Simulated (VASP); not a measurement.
Here is a VASP 6.6.1 calculation.

POSCAR

```
CdS
1.0
    4.4085296566      0.0000000000      0.0000000000
   -2.2042648283      3.8178986759      0.0000000000
    0.0000000000      0.0000000000      5.8946951923
Cd S
2 2
Direct
    0.3333333333      0.6666666667      0.2500000000
    0.6666666667      0.3333333333      0.7500000000
    0.6666666667      0.3333333333      0.2500000000
    0.3333333333      0.6666666667      0.7500000000
```

Contents of INCAR.step1:

```
ALGO = Normal
EDIFF = 1E-4
ENCUT = 520
GGA = PE
ISMEAR = 0
LASPH = True
LCHARG = False
LREAL = False
LWAVE = True
NBANDS = 26
NELM = 60
PREC = Accurate
SIGMA = 0.01
```

INCAR.step2

```
ALGO = Normal
EDIFF = 1E-6
ENCUT = 520
ISIF = 2
ISMEAR = 0
ISTART = 1
LASPH = True
LCHARG = True
LELF = True
LMIXTAU = True
LREAL = False
LVHAR = True
LWAVE = False
METAGGA = R2SCAN
NBANDS = 26
NELM = 60
PREC = Accurate
SIGMA = 0.01
```

The input KPOINTS:

```
k-points
0
Gamma
  6 6 4
```

Potentials or basis: VASP PAW PBE potentials, release 64 (Cd, S).

Command:

```bash
$ cat potpaw_PBE.64/Cd/POTCAR potpaw_PBE.64/S/POTCAR > POTCAR
$ cp INCAR.step1 INCAR
$ mpirun -np 1 vasp_std > vasp.out
$ cp INCAR.step2 INCAR
$ mpirun -np 1 vasp_std > vasp.out
```

Task: What does it give for the pressure?

Result: -0.9 GPa.

Task: Estimate the band gap on the k mesh.

Result: 1.57 eV, indirect (least direct gap 1.76 eV).

Stress tensor (GPa, compression positive):
```
-0.63  0.00  0.00
 0.00 -0.63  0.00
 0.00  0.00 -1.46
```

Caveat: the cell differs from its parent crystal (uniaxial z strain +2.5%); the PAW data sets were made with another functional, which shifts forces and pressure a little. A k mesh can miss the band edges.
